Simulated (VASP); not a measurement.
Here is a VASP 6.6.1 calculation.

Contents of INCAR:

```
SYSTEM = AlRu
PREC = Accurate
ENCUT = 520
EDIFF = 1E-6
ISMEAR = 0
SIGMA = 0.15
LREAL = .False.
LASPH = .True.
NELM = 80
ALGO = Fast
ISIF = 2
LWAVE = .False.
LCHARG = .False.
GGA = PS
NBANDS = 16
```

Contents of KPOINTS:

```
Automatic mesh
0
Gamma
  16 16 16
  0 0 0
```

Contents of POSCAR:

```
AlRu
1.0
    2.9916000000      0.0000000000      0.0000000000
    0.0000000000      2.9916000000      0.0000000000
    0.0000000000      0.0000000000      2.9916000000
Al Ru
1 1
Direct
   -0.1418184479     -0.1418184479     -0.1002807862
    0.5000000000      0.5000000000      0.5000000000
```

Potentials or basis: VASP PAW PBE potentials, release 64 (Al, Ru_pv).

Command:

```console
$ cat potpaw_PBE.64/Al/POTCAR potpaw_PBE.64/Ru_pv/POTCAR > POTCAR
$ mpirun -np 1 vasp_std > vasp.out
```

Q: Estimate the band gap on the k mesh.

A: Zero (an odd number of electrons rules out a gap without spin polarisation).

Q: Estimate the largest force.

A: 11.198 eV/Å.

Q: Estimate the pressure.

A: 38.0 GPa.

Forces on the atoms (eV/Å):
```
Al   6.662  6.662  6.053
Ru  -6.662 -6.662 -6.053
```

Caveat: the cell differs from its parent crystal (atom 1 (Al) moved by (-0.600, -0.300) A along [1 1 0] and z); the stress differs along the axes, from 33 to 47 GPa; the PAW data sets were made with another functional, which shifts forces and pressure a little.
